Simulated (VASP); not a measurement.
Crystal: CdTe.

```xyz
2
Lattice="0.0000 3.2050 3.2050 3.2050 0.0000 3.2050 3.2050 3.2050 0.0000" Properties=species:S:1:pos:R:3 pbc="T T T"
Cd    0.0000    0.0000    0.0000
Te    4.8075    4.8075    4.8075
```

Base run:

* Program: VASP 6.6.1
* Functional: r2SCAN
* Potentials or basis: VASP PAW PBE potentials, release 64 (Cd, Te)
* Cutoff: 520 eV
* k mesh: 10 × 10 × 10
* Occupations: fermi-dirac, width 0.08 eV
* Spin: no spin polarisation

Its results: band gap on the k mesh 1.38 eV, direct; pressure 3.4 GPa.

Question: The run is repeated on the same cell with these changes: functional from r2SCAN to PBEsol. What comes out?

Answer: Band gap on the k mesh 0.76 eV, direct; pressure 1.8 GPa.

r2SCAN gives the wider gap, since meta-GGAs in the generalised Kohn-Sham scheme recover part of the derivative discontinuity.

Caveats: the PAW data sets were made with another functional, which shifts forces and pressure a little; spin-orbit coupling is left out, which moves the levels of the heavy elements.

